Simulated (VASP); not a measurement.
# SnSe (buck sheet) in VASP: further runs

SnSe (buck sheet) is run at these levels: PBE; tasks: single point.

Everything below comes from runs of VASP 6.6.1. Logs are shortened: lines on timing, memory, paths and dates and some standing lists are left out, and cuts for length are marked.

## (1) The cell of the first run

The cell holds a wire with vacuum, 10 atoms: a = 16.800 Å, b = 10.900 Å, c = 6.709 Å, α = 90.00°, β = 90.00°, γ = 90.00°.

## (2) Single point, PBE

The input, INCAR:

```
SYSTEM = SnSe
  PREC = Accurate
  ENCUT = 520
  EDIFF = 1E-6
  ISMEAR = 0
  SIGMA = 0.05
  LREAL = .False.
  LASPH = .True.
  NELM = 60
  ALGO = Normal
  ISIF = 2
  LWAVE = .False.
  LCHARG = .False.
  GGA = PE
  NBANDS = 61
```

The input, KPOINTS:

```
regular mesh
0
Gamma
  1 1 5
  0 0 0
```

The input, POSCAR:

```
SnSe
1.0
   16.8000000000      0.0000000000      0.0000000000
    0.0000000000     10.9000000000      0.0000000000
    0.0000000000      0.0000000000      6.7086412858
Sn Se
5 5
Direct
    0.6216648531      0.4059232368      0.3076343129
    0.7602658037      0.5575723712      0.8154793882
    0.3783351469      0.4059232368      0.3076343129
    0.5000000000      0.3904692830      0.8628095850
    0.2397341963      0.5575723712      0.8154793882
    0.7478458191      0.5378749645      0.1923468285
    0.5000000000      0.5545182897      0.1677680646
    0.6138621336      0.5261356412      0.6692506456
    0.2521541809      0.5378749645      0.1923468285
    0.3861378664      0.5261356412      0.6692506456
```

Potentials or basis: VASP PAW PBE potentials, release 64 (Sn_d, Se).

On the command line:

```console
$ cat potpaw_PBE.64/Sn_d/POTCAR potpaw_PBE.64/Se/POTCAR > POTCAR
$ mpirun -np 1 vasp_std > vasp.out
```

OUTCAR:

```text
SYSTEM = SnSe
   PREC = Accurate
   ENCUT = 520
   EDIFF = 1E-6
   ISMEAR = 0
   LREAL = .False.
   LASPH = .True.
   NELM = 60
   ISIF = 2
   GGA = PE

 ion  position               nearest neighbor table
   1  0.622  0.406  0.308-   6 2.68   8 2.76   7 2.77   4 3.62
   2  0.760  0.558  0.815-   6 2.55   8 2.67
   3  0.378  0.406  0.308-   9 2.68  10 2.76   7 2.77   4 3.62
   4  0.500  0.390  0.863-   7 2.72   8 2.74  10 2.74   3 3.62   1 3.62
   5  0.240  0.558  0.815-   9 2.55  10 2.67
   6  0.748  0.538  0.192-   2 2.55   1 2.68
   7  0.500  0.555  0.168-   4 2.72   3 2.77   1 2.77
   8  0.614  0.526  0.669-   2 2.67   4 2.74   1 2.76
   9  0.252  0.538  0.192-   5 2.55   3 2.68
  10  0.386  0.526  0.669-   5 2.67   4 2.74   3 2.76

  LATTYP: Found a simple orthorhombic cell.
 ALAT       =     6.7086412858
 B/A-ratio  =     1.6247701339
 C/A-ratio  =     2.5042328669

  Lattice vectors:

 A1 = (   0.0000000000,   0.0000000000,  -6.7086412858)
 A2 = (   0.0000000000,  10.9000000000,   0.0000000000)
 A3 = (  16.8000000000,   0.0000000000,   0.0000000000)

Analysis of symmetry for initial positions (statically):
=====================================================================
 Subroutine PRICEL returns:
 Original cell was already a primitive cell.

 Routine SETGRP: Setting up the symmetry group for a
 simple orthorhombic supercell.

 Subroutine GETGRP returns: Found  2 space group operations
 (whereof  2 operations were pure point group operations)
 out of a pool of  8 trial point group operations.

The static configuration has the point symmetry C_1h.

Analysis of symmetry for dynamics (positions and initial velocities):
=====================================================================
 Subroutine PRICEL returns:
 Original cell was already a primitive cell.

 Routine SETGRP: Setting up the symmetry group for a
 simple orthorhombic supercell.

 Subroutine GETGRP returns: Found  2 space group operations
 (whereof  2 operations were pure point group operations)
 out of a pool of  8 trial point group operations.

The dynamic configuration has the point symmetry C_1h.

 Subroutine INISYM returns: Found  2 space group operations
 (whereof  2 operations are pure point group operations),
 and found     1 'primitive' translations

[... 93 lines left out ...]
   NFREE  =      0    steps in history (QN), initial steepest desc. (CG)
   ISIF   =      2    stress and relaxation
   ISYM   =      2    0-nonsym 1-usesym 2-fastsym
   POTIM  = 0.5000    time-step for ionic-motion
   TEBEG  =    0.0;   TEEND  =   0.0 temperature during run
   PSTRESS=    0.0 pullay stress
   NELECT =     100.0000    total number of electrons
   NUPDOWN=      -1.0000    fix difference up-down
   EMIN   =  10.00;   EMAX   =-10.00  energy-range for DOS
   EFERMI =   0.00;   METHOD = LEGACY
   ISMEAR =     0;   SIGMA  =   0.05  broadening in eV -4-tet -1-fermi 0-gaus
   EFERMI_NEDOS =   21; number of points for ismear=-14 and -15
   IALGO  =     38    algorithm
   IMIX   =      4    mixing-type and parameters
     AMIX     =   0.40;   BMIX     =  1.00
     AMIX_MAG =   1.60;   BMIX_MAG =  1.00
  volume/ion in A,a.u.               =     122.85       829.02
  Fermi-wavevector in a.u.,A,eV,Ry     =   0.709498  1.340757  6.849008  0.503388
  Thomas-Fermi vector in A             =   1.796096
   LORBIT       =      0    0 simple, 1 ext, 2 COOP (PROOUT), +10 PAW based schemes
   GGA     = PE    functional components
   LHFCALC =     F    Hartree Fock is set to
   AEXX    =    0.0000 exact exchange contribution
   IVDW    =     0    specifies the selected vdW correction
   LEPSILON=     F    determine dielectric tensor
   LRPA    =     F    only Hartree local field effects (RPA)
 non-spin polarized calculation
 Gauss-broadening in eV      SIGMA  =   0.05
  energy-cutoff  :      520.00
  volume of cell :     1228.49
 maximum number of plane-waves:     33135
 NGX is ok and might be reduce to   126
   NGX = 63   NGY = 41   NGZ = 25

 number of electron     100.0000000 magnetization

 number of electron      99.9999990 magnetization

 Free energy of the ion-electron system (eV)
  ---------------------------------------------------
  ext. energy  EPLUGINS =         0.00000000
  ---------------------------------------------------
  free energy    TOTEN  =       -38.52564540 eV

  energy without entropy =      -38.52564540  energy(sigma->0) =      -38.52564540

 E-fermi :  -2.8183     XC(G=0):  -3.2529

 val. band max:       -3.0479820572   @ k =   0.0000   0.0000   0.4000
 cond. band min:      -1.4136035737   @ k =   0.0000   0.0000   0.4000
 fundamental gap:      1.6343784835
 Fermi energy:        -2.8182541341

 k-point     1 :       0.0000    0.0000    0.0000
  band No.  band energies     occupation
      1     -24.0436      2.00000
      2     -24.0436      2.00000
      3     -24.0002      2.00000
      4     -24.0002      2.00000
      5     -23.9372      2.00000
      6     -23.9372      2.00000
[... 181 lines left out ...]
     60       0.9073      0.00000
     61       1.1849      0.00000

------------------------ aborting loop because EDIFF is reached ----------------------------------------

  FORCE on cell =-STRESS in cart. coord.  units (eV):
  Direction    XX          YY          ZZ          XY          YZ          ZX
  --------------------------------------------------------------------------------------
  -------------------------------------------------------------------------------------
  Total        0.0841234      0.0109129      0.0084383      0.0000000     -0.0032368      0.0000000
  in kB        0.1097128      0.0142325      0.0110051      0.0000000     -0.0042214      0.0000000
  external PRESSURE =       0.0449834 kB  Pullay stress =       0.0000000 kB

 VOLUME and BASIS-vectors are now :
 -----------------------------------------------------------------------------
  energy-cutoff  :      520.00
  volume of cell :     1228.49
      direct lattice vectors                 reciprocal lattice vectors
    16.800000000  0.000000000  0.000000000     0.059523810  0.000000000  0.000000000
     0.000000000 10.900000000  0.000000000     0.000000000  0.091743119  0.000000000
     0.000000000  0.000000000  6.708641286     0.000000000  0.000000000  0.149061480

 POSITION                                       TOTAL-FORCE (eV/Angst)
 -----------------------------------------------------------------------------------
     10.44397      4.42456      2.06381        -0.001996     -0.025229     -0.003182
     12.77247      6.07754      5.47076         0.010293      0.003830     -0.026856
      6.35603      4.42456      2.06381         0.001996     -0.025229     -0.003182
      8.40000      4.25612      5.78828         0.000000     -0.020557     -0.000714
      4.02753      6.07754      5.47076        -0.010293      0.003830     -0.026856
     12.56381      5.86284      1.29039         0.004186      0.007246      0.019415
      8.40000      6.04425      1.12550         0.000000      0.024514     -0.000647
     10.31288      5.73488      4.48976        -0.000750      0.012174      0.011304
      4.23619      5.86284      1.29039        -0.004186      0.007246      0.019415
      6.48712      5.73488      4.48976         0.000750      0.012174      0.011304
 -----------------------------------------------------------------------------------
    total drift:                                0.000000     -0.001373      0.001507

  FREE ENERGIE OF THE ION-ELECTRON SYSTEM (eV)
  ---------------------------------------------------
  free  energy   TOTEN  =       -38.5256453979 eV

  energy  without entropy=      -38.5256453979  energy(sigma->0) =      -38.52564540
```

OSZICAR:

```text
N       E                     dE             d eps       ncg     rms          rms(c)
DAV:   1     0.761462284532E+03    0.76146E+03   -0.41218E+04   470   0.130E+03
DAV:   2     0.613353601014E+02   -0.70013E+03   -0.68590E+03   443   0.288E+02
DAV:   3    -0.355008158547E+02   -0.96836E+02   -0.95931E+02   436   0.123E+02
[... 14 lines left out ...]
DAV:  18    -0.385255657485E+02   -0.16989E-03   -0.14601E-05   335   0.773E-03    0.255E-03
DAV:  19    -0.385256325838E+02   -0.66835E-04   -0.64614E-06   319   0.496E-03    0.152E-03
DAV:  20    -0.385256436255E+02   -0.11042E-04   -0.12499E-06   287   0.272E-03    0.693E-04
DAV:  21    -0.385256446681E+02   -0.10425E-05   -0.43700E-07   271   0.160E-03    0.415E-04
DAV:  22    -0.385256453979E+02   -0.72985E-06   -0.65906E-08   284   0.792E-04
   1 F= -.38525645E+02 E0= -.38525645E+02  d E =-.766501E-11
```

stdout:

```text
POSCAR found type information on POSCAR SnSe
 POSCAR found :  2 types and      10 ions
 scaLAPACK will be used
 LDA part: xc-table for (Slater+PW92), standard interpolation
 POSCAR, INCAR and KPOINTS ok, starting setup
 FFT: planning ... GRIDC
 FFT: planning ... GRID_SOFT
 FFT: planning ... GRID
 WAVECAR not read
 entering main loop
```

It took 15 min on 1 thread of AMD EPYC 7R13, shared host; peak memory 0.96 GiB.

Results:

| Item | Value |
| --- | --- |
| Free energy | -38.5256 eV |
| Largest force | 0.029 eV/Å |
| Band gap on the k mesh | 1.63 eV, direct |

Forces in eV/Å, atoms in the order of the input:
```
Sn  -0.002 -0.025 -0.003
Sn   0.010  0.004 -0.027
Sn   0.002 -0.025 -0.003
Sn   0.000 -0.021 -0.001
Sn  -0.010  0.004 -0.027
Se   0.004  0.007  0.019
Se   0.000  0.025 -0.001
Se  -0.001  0.012  0.011
Se  -0.004  0.007  0.019
Se   0.001  0.012  0.011
```

Levels at points of the mesh, in eV from the valence-band top:
| k point | band 46 | band 47 | band 48 | band 49 | band 50 | band 51 | band 52 | band 53 | band 54 | band 55 |
| --- | --- | --- | --- | --- | --- | --- | --- | --- | --- | --- |
| (0.00, 0.00, 0.00) | -0.74 | -0.41 | -0.35 | -0.30 | -0.29 | 1.82 | 2.03 | 2.16 | 2.73 | 2.98 |

Caveat: spin-orbit coupling is left out, which moves the levels of the heavy elements.

## (3) Single point, PBE

This run uses another cell than the first one, of 124.15 Å³/atom, 1.011 times its volume.

The input, INCAR:

```
ALGO = Normal
EDIFF = 1E-7
ENCUT = 520
GGA = PE
ISIF = 2
ISMEAR = 0
LASPH = True
LCHARG = False
LREAL = False
LWAVE = False
NBANDS = 61
NELM = 80
PREC = Accurate
SIGMA = 0.05
```

The input, KPOINTS:

```
k-points
0
Gamma
  1 1 5
```

The input, POSCAR:

```
SnSe
1.0
   16.8000000000      0.0000000000      0.0000000000
    0.0000000000     10.9000000000      0.0000000000
    0.0000000000      0.0000000000      6.7797009239
Sn Se
5 5
Direct
    0.6164958974      0.4286591271      0.3333333333
    0.7329917948      0.4286591271      0.8333333333
    0.3835041026      0.4286591271      0.3333333333
    0.5000000000      0.4286591271      0.8333333333
    0.2670082052      0.4286591271      0.8333333333
    0.7329917948      0.5713408729      0.1666666667
    0.5000000000      0.5713408729      0.1666666667
    0.6164958974      0.5713408729      0.6666666667
    0.2670082052      0.5713408729      0.1666666667
    0.3835041026      0.5713408729      0.6666666667
```

Potentials or basis: VASP PAW PBE potentials, release 64 (Sn_d, Se).

On the command line:

```console
$ cat potpaw_PBE.64/Sn_d/POTCAR potpaw_PBE.64/Se/POTCAR > POTCAR
$ mpirun -np 1 vasp_std > vasp.out
```

It took 15 min on 1 thread of AMD EPYC 7R13, shared host; peak memory 0.97 GiB.

The run converged. Its results:

```yaml
Free_energy: -37.7765 eV
Largest_force: 1.266 eV/Å
Band_gap_on_the_k_mesh: 0.61 eV, indirect (least direct gap 0.64 eV)
```

Forces in eV/Å, atoms in the order of the input:
```
Sn   0.228  0.040 -0.305
Sn  -0.199  0.881  0.887
Sn  -0.228  0.040 -0.305
Sn   0.000 -0.048  0.326
Sn   0.199  0.881  0.887
Se  -0.061 -0.848 -0.713
Se   0.000 -0.060 -0.115
Se   0.248 -0.019  0.025
Se   0.061 -0.848 -0.713
Se  -0.248 -0.019  0.025
```

Levels at points of the mesh, in eV from the valence-band top:
| k point | band 48 | band 49 | band 50 | band 51 | band 52 | band 53 |
| --- | --- | --- | --- | --- | --- | --- |
| (0.00, 0.00, 0.00) | -0.58 | -0.36 | -0.02 | 0.61 | 0.96 | 2.22 |

Caveat: spin-orbit coupling is left out, which moves the levels of the heavy elements.
